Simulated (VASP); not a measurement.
# Co (P6_3/mmc) in VASP: single point with PBE

Aim: the single point of Co with PBE.

Everything below comes from runs of VASP 6.6.1. Logs are shortened: lines on timing, memory, paths and dates and some standing lists are left out, and cuts for length are marked.

### Step 1. The cell of the first run

The structure is hexagonal, space group P6_3/mmc (No. 194). Conventional cell: a = 2.494 Å, b = 2.494 Å, c = 4.030 Å, α = 90.00°, β = 90.00°, γ = 120.00°. Within 3.3 Å of Co (site symmetry -6m2) lie 12 Co at 2.48 to 2.49 Å.

### Step 2. Single point, PBE, collinear spin, ferromagnetic start

Contents of INCAR:

```
SYSTEM = Co
PREC = Accurate
ENCUT = 520
EDIFF = 1E-7
ISMEAR = 0
SIGMA = 0.05
LREAL = .FALSE.
LASPH = .TRUE.
NELM = 150
ALGO = Fast
ISIF = 2
LWAVE = .FALSE.
LCHARG = .FALSE.
ISPIN = 2
MAGMOM = 1.5 1.5 1.5 1.5
LORBIT = 11
LMAXMIX = 4
GGA = PE
NBANDS = 30
```

Contents of KPOINTS:

```
Automatic mesh
0
G
  14 8 8
  0 0 0
```

Contents of POSCAR:

```
Co
1.0
   -2.4937131651      0.0000000000      0.0000000000
    0.0000000000      0.0000000000     -4.0300901820
    0.0000000000     -4.3192379015      0.0000000000
Co
4
Direct
    0.0000000000     -0.2500000000     -0.3333333333
   -0.5000000000     -0.7500000000     -0.1666666667
    0.5000000000     -0.2500000000      0.1666666667
    0.0000000000     -0.7500000000      0.3333333333
```

Potentials or basis: VASP PAW PBE potentials, release 64 (Co).

Launch:

```
> cat potpaw_PBE.64/Co/POTCAR > POTCAR
> mpirun -np 1 vasp_std > vasp.out
```

OUTCAR:

```text
SYSTEM = Co
   PREC = Accurate
   ENCUT = 520
   EDIFF = 1E-7
   ISMEAR = 0
   LREAL = .FALSE.
   LASPH = .TRUE.
   NELM = 150
   ISIF = 2
   ISPIN = 2
   LORBIT = 11
   GGA = PE

 ion  position               nearest neighbor table
   1  0.000  0.750  0.667-   2 2.48   2 2.48   2 2.48   2 2.48   4 2.48   4 2.48   3 2.49   3 2.49
                             3 2.49   3 2.49
   2  0.500  0.250  0.833-   1 2.48   1 2.48   1 2.48   1 2.48   3 2.48   3 2.48   4 2.49   4 2.49
                             4 2.49   4 2.49
   3  0.500  0.750  0.167-   4 2.48   4 2.48   4 2.48   4 2.48   2 2.48   2 2.48   1 2.49   1 2.49
                             1 2.49   1 2.49
   4  0.000  0.250  0.333-   3 2.48   3 2.48   3 2.48   3 2.48   1 2.48   1 2.48   2 2.49   2 2.49
                             2 2.49   2 2.49

  LATTYP: Found a simple orthorhombic cell.
 ALAT       =     2.4937131651
 B/A-ratio  =     1.6161001347
 C/A-ratio  =     1.7320508076

  Lattice vectors:

 A1 = (  -2.4937131651,   0.0000000000,   0.0000000000)
 A2 = (   0.0000000000,   0.0000000000,  -4.0300901820)
 A3 = (   0.0000000000,  -4.3192379015,   0.0000000000)

Analysis of symmetry for initial positions (statically):
=====================================================================
 Subroutine PRICEL returns following result:

  LATTYP: Found a hexagonal cell.
 ALAT       =     2.4937131651
 C/A-ratio  =     1.6161001347

  Lattice vectors:

 A1 = (  -1.2468565825,  -2.1596189507,   0.0000000000)
 A2 = (  -1.2468565825,   2.1596189508,   0.0000000000)
 A3 = (   0.0000000000,   0.0000000000,  -4.0300901820)

   2 primitive cells build up your supercell.

 Routine SETGRP: Setting up the symmetry group for a
 simple orthorhombic supercell.

 Subroutine GETGRP returns: Found  8 space group operations
 (whereof  4 operations were pure point group operations)
 out of a pool of  8 trial point group operations.

The static configuration has the point symmetry C_2h.
 The point group associated with its full space group is D_2h.

Analysis of symmetry for dynamics (positions and initial velocities):
=====================================================================
 Subroutine PRICEL returns following result:

  LATTYP: Found a hexagonal cell.
 ALAT       =     2.4937131651
 C/A-ratio  =     1.6161001347

  Lattice vectors:

 A1 = (  -1.2468565825,  -2.1596189507,   0.0000000000)
 A2 = (  -1.2468565825,   2.1596189508,   0.0000000000)
 A3 = (   0.0000000000,   0.0000000000,  -4.0300901820)

   2 primitive cells build up your supercell.

 Routine SETGRP: Setting up the symmetry group for a
 simple orthorhombic supercell.

 Subroutine GETGRP returns: Found  8 space group operations
 (whereof  4 operations were pure point group operations)
 out of a pool of  8 trial point group operations.

The dynamic configuration has the point symmetry C_2h.
 The point group associated with its full space group is D_2h.

Analysis of structural, dynamic, and magnetic symmetry:
=====================================================================
 Subroutine PRICEL returns following result:

  LATTYP: Found a hexagonal cell.
 ALAT       =     2.4937131651
 C/A-ratio  =     1.6161001347

  Lattice vectors:

 A1 = (  -1.2468565825,  -2.1596189507,   0.0000000000)
 A2 = (  -1.2468565825,   2.1596189508,   0.0000000000)
 A3 = (   0.0000000000,   0.0000000000,  -4.0300901820)

   2 primitive cells build up your supercell.

 Routine SETGRP: Setting up the symmetry group for a
 simple orthorhombic supercell.

 Subroutine GETGRP returns: Found  8 space group operations
 (whereof  4 operations were pure point group operations)
 out of a pool of  8 trial point group operations.

The overall configuration has the point symmetry C_2h.
 The point group associated with its full space group is D_2h.

 Subroutine INISYM returns: Found  8 space group operations
 (whereof  4 operations are pure point group operations),
 and found     2 'primitive' translations

----------------------------------------------------------------------------------------

                                     Primitive cell

  volume of cell :      21.7039

  direct lattice vectors                    reciprocal lattice vectors
    -1.246856583 -2.159618951  0.000000000    -0.401008430 -0.231522325  0.000000000
    -1.246856583  2.159618951  0.000000000    -0.401008430  0.231522325  0.000000000
     0.000000000  0.000000000 -4.030090182     0.000000000  0.000000000 -0.248133405

  length of vectors
     2.493713165  2.493713165  4.030090182     0.463044649  0.463044649  0.248133405

  position of ions in fractional coordinates (direct lattice)
     0.666666667  0.333333333  0.750000000
     0.333333333  0.666666667  0.250000000

  ion indices of the primitive-cell ions
   primitive index   ion index
                 1           1
                 2           4

----------------------------------------------------------------------------------------

 KPOINTS: Automatic mesh

Automatic generation of k-mesh.
 Grid dimensions read from file:
 generate k-points for:   14    8    8

 Generating k-lattice:

  Cartesian coordinates                     Fractional coordinates (reciprocal lattice)
    -0.028643459  0.000000000  0.000000000     0.071428571  0.000000000  0.000000000
     0.000000000  0.000000000 -0.031016676     0.000000000  0.125000000  0.000000000
     0.000000000 -0.028940291  0.000000000     0.000000000  0.000000000  0.125000000

  Length of vectors
     0.028643459  0.031016676  0.028940291

  Shift w.r.t. Gamma in fractional coordinates (k-lattice)
     0.000000000  0.000000000  0.000000000

 Subroutine IBZKPT returns following result:
 ===========================================

 Found    200 irreducible k-points:

 Following reciprocal coordinates:
            Coordinates               Weight
  0.000000  0.000000  0.000000      1.000000
  0.071429  0.000000  0.000000      2.000000
  0.142857  0.000000  0.000000      2.000000
  0.214286  0.000000  0.000000      2.000000
  0.285714  0.000000  0.000000      2.000000
  0.357143  0.000000  0.000000      2.000000
[... 16 lines left out ...]
  0.428571  0.250000  0.000000      4.000000
  0.500000  0.250000  0.000000      2.000000
 [... further k-points ...]
   k-points           NKPTS =    200   k-points in BZ     NKDIM =    200   number of bands    NBANDS=     30
   number of dos      NEDOS =    301   number of ions     NIONS =      4
   total plane-waves  NPLWV =  19200
   dimension x,y,z NGX =    20 NGY =   30 NGZ =   32
   dimension x,y,z NGXF=    40 NGYF=   60 NGZF=   64
   ions per type =               4
   NGX,Y,Z   is equivalent  to a cutoff of  13.33, 12.38, 12.32 a.u.
   NGXF,Y,Z  is equivalent  to a cutoff of  26.67, 24.75, 24.63 a.u.
 SYSTEM =  Co
   PREC   = accura    normal or accurate (medium, high low for compatibility)
   ISTART =      0    job   : 0-new  1-cont  2-samecut
   ICHARG =      2    charge: 1-file 2-atom 10-const
   ISPIN  =      2    spin polarized calculation?
   LNONCOLLINEAR =      F non collinear calculations
   LSORBIT =      F    spin-orbit coupling
   LASPH  =      T    aspherical Exc in radial PAW
   ENCUT  =  520.0 eV  38.22 Ry    6.18 a.u.   4.64  7.49  8.03*2*pi/ulx,y,z
   NELM   =    150;   NELMIN=  2; NELMDL= -5     # of ELM steps
   EDIFF  = 0.1E-06   stopping-criterion for ELM
   LREAL  =      F    real-space projection
   EDIFFG = 0.1E-05   stopping-criterion for IOM
   NSW    =      0    number of steps for IOM
   IBRION =     -1    ionic relax: 0-MD 1-quasi-New 2-CG
   NFREE  =      0    steps in history (QN), initial steepest desc. (CG)
   ISIF   =      2    stress and relaxation
   ISYM   =      2    0-nonsym 1-usesym 2-fastsym
   POTIM  = 0.5000    time-step for ionic-motion
   TEBEG  =    0.0;   TEEND  =   0.0 temperature during run
   PSTRESS=    0.0 pullay stress
   NELECT =      36.0000    total number of electrons
   NUPDOWN=      -1.0000    fix difference up-down
   EMIN   =  10.00;   EMAX   =-10.00  energy-range for DOS
   EFERMI =   0.00;   METHOD = LEGACY
   ISMEAR =     0;   SIGMA  =   0.05  broadening in eV -4-tet -1-fermi 0-gaus
   EFERMI_NEDOS =   21; number of points for ismear=-14 and -15
   IALGO  =     68    algorithm
   IMIX   =      4    mixing-type and parameters
     AMIX     =   0.40;   BMIX     =  1.00
     AMIX_MAG =   1.60;   BMIX_MAG =  1.00
  volume/ion in A,a.u.               =      10.85        73.23
  Fermi-wavevector in a.u.,A,eV,Ry     =   1.538106  2.906598 32.188246  2.365769
  Thomas-Fermi vector in A             =   2.644521
   LORBIT       =     11    0 simple, 1 ext, 2 COOP (PROOUT), +10 PAW based schemes
   GGA     = PE    functional components
   LHFCALC =     F    Hartree Fock is set to
   AEXX    =    0.0000 exact exchange contribution
   IVDW    =     0    specifies the selected vdW correction
   LEPSILON=     F    determine dielectric tensor
   LRPA    =     F    only Hartree local field effects (RPA)
 spin polarized calculation
 RMM-DIIS sequential band-by-band and
 Gauss-broadening in eV      SIGMA  =   0.05
  energy-cutoff  :      520.00
  volume of cell :       43.41
 maximum number of plane-waves:      1188
 NGX is ok and might be reduce to    20
   NGX =  9   NGY = 15   NGZ = 17

 number of electron      35.9999983 magnetization       6.3749191

 Free energy of the ion-electron system (eV)
  ---------------------------------------------------
  ext. energy  EPLUGINS =         0.00000000
  ---------------------------------------------------
  free energy    TOTEN  =       -28.14166750 eV

  energy without entropy =      -28.13768861  energy(sigma->0) =      -28.13967805

 E-fermi :  10.2483     XC(G=0): -13.4022

 val. band max:       10.2437574385   @ k =   0.4286   0.0000   0.1250
 cond. band min:      10.2487942143   @ k =   0.3571   0.0000   0.5000
 fundamental gap:      0.0050367758
 Fermi energy:        10.2483434276

 spin component 1

 k-point     1 :       0.0000    0.0000    0.0000
  band No.  band energies     occupation
      1       1.3498      1.00000
      2       5.1328      1.00000
      3       5.5134      1.00000
      4       5.5326      1.00000
      5       5.8058      1.00000
      6       7.5083      1.00000
[... 22 lines left out ...]
     29      24.2177      0.00000
     30      25.0846      0.00000

 k-point     2 :       0.0714    0.0000    0.0000
  band No.  band energies     occupation
      1       1.4842      1.00000
      2       5.2140      1.00000
      3       5.5880      1.00000
      4       5.6111      1.00000
      5       5.8245      1.00000
      6       7.4822      1.00000
[... 718 lines left out ...]
 k-point    24 :       0.5000    0.2500    0.0000
  band No.  band energies     occupation
      1       5.8737      1.00000
      2       5.8737      1.00000
      3       5.9546      1.00000
      4       5.9546      1.00000
      5       6.4891      1.00000
      6       6.4891      1.00000
[... 22 lines left out ...]
     29      22.7758      0.00000
     30      22.7758      0.00000

 [... further k-points ...]

 spin component 2

 k-point     1 :       0.0000    0.0000    0.0000
  band No.  band energies     occupation
      1       1.3377      1.00000
      2       6.0656      1.00000
      3       6.3819      1.00000
      4       6.6965      1.00000
      5       7.0156      1.00000
      6       8.3991      1.00000
[... 22 lines left out ...]
     29      24.7645      0.00000
     30      25.2153      0.00000

 k-point     2 :       0.0714    0.0000    0.0000
  band No.  band energies     occupation
      1       1.4726      1.00000
      2       6.1579      1.00000
      3       6.4677      1.00000
      4       6.7723      1.00000
      5       7.0417      1.00000
      6       8.3092      1.00000
[... 718 lines left out ...]
 k-point    24 :       0.5000    0.2500    0.0000
  band No.  band energies     occupation
      1       6.5336      1.00000
      2       6.5336      1.00000
      3       7.1313      1.00000
      4       7.1313      1.00000
      5       7.7086      1.00000
      6       7.7086      1.00000
[... 22 lines left out ...]
     29      23.1620      0.00000
     30      23.1620      0.00000

 [... further k-points ...]

------------------------ aborting loop because EDIFF is reached ----------------------------------------

  FORCE on cell =-STRESS in cart. coord.  units (eV):
  Direction    XX          YY          ZZ          XY          YZ          ZX
  --------------------------------------------------------------------------------------
  -------------------------------------------------------------------------------------
  Total       -0.2393482     -0.1511960     -0.2558057      0.0000000      0.0000000      0.0000000
  in kB       -8.8343053     -5.5806200     -9.4417472      0.0000000      0.0000000      0.0000000
  external PRESSURE =      -7.9522242 kB  Pullay stress =       0.0000000 kB

 VOLUME and BASIS-vectors are now :
 -----------------------------------------------------------------------------
  energy-cutoff  :      520.00
  volume of cell :       43.41
      direct lattice vectors                 reciprocal lattice vectors
    -2.493713165  0.000000000  0.000000000    -0.401008430  0.000000000  0.000000000
     0.000000000  0.000000000 -4.030090182     0.000000000  0.000000000 -0.248133405
     0.000000000 -4.319237902  0.000000000     0.000000000 -0.231522325  0.000000000

 POSITION                                       TOTAL-FORCE (eV/Angst)
 -----------------------------------------------------------------------------------
      0.00000     -2.87949     -3.02257        -0.000000      0.006272      0.000000
     -1.24686     -3.59936     -1.00752         0.000000     -0.006272      0.000000
     -1.24686     -0.71987     -3.02257         0.000000      0.006272     -0.000000
      0.00000     -1.43975     -1.00752        -0.000000     -0.006272     -0.000000
 -----------------------------------------------------------------------------------
    total drift:                                0.000000     -0.000000     -0.000000

  FREE ENERGIE OF THE ION-ELECTRON SYSTEM (eV)
  ---------------------------------------------------
  free  energy   TOTEN  =       -28.1416675006 eV

  energy  without entropy=      -28.1376886077  energy(sigma->0) =      -28.13967805

 total charge

# of ion       s       p       d       tot
------------------------------------------
    1        0.488   0.520   7.265   8.273
    2        0.488   0.520   7.265   8.273
    3        0.488   0.520   7.265   8.273
    4        0.488   0.520   7.265   8.273
--------------------------------------------------
tot          1.952   2.081  29.059  33.091

 magnetization (x)

# of ion       s       p       d       tot
------------------------------------------
    1       -0.015  -0.055   1.685   1.614
    2       -0.015  -0.055   1.685   1.614
    3       -0.015  -0.055   1.685   1.614
    4       -0.015  -0.055   1.685   1.614
--------------------------------------------------
tot         -0.061  -0.220   6.740   6.458
```

Run time: 13 min. Hardware: 1 thread of Intel Xeon 8259CL, shared host; peak memory 0.42 GiB.

What came out:

```yaml
Free_energy: -28.1417 eV
Pressure: -0.8 GPa
Largest_force: 0.006 eV/Å
Net_moment: 6.37 μB per cell
Site_moments: Co +1.61 μB
Valence_electrons_inside_the_program's_atomic_spheres: Co 8.27
```

Forces in eV/Å, atoms in the order of the input:
```
Co   0.000  0.006  0.000
Co   0.000 -0.006  0.000
Co   0.000  0.006  0.000
Co   0.000 -0.006  0.000
```
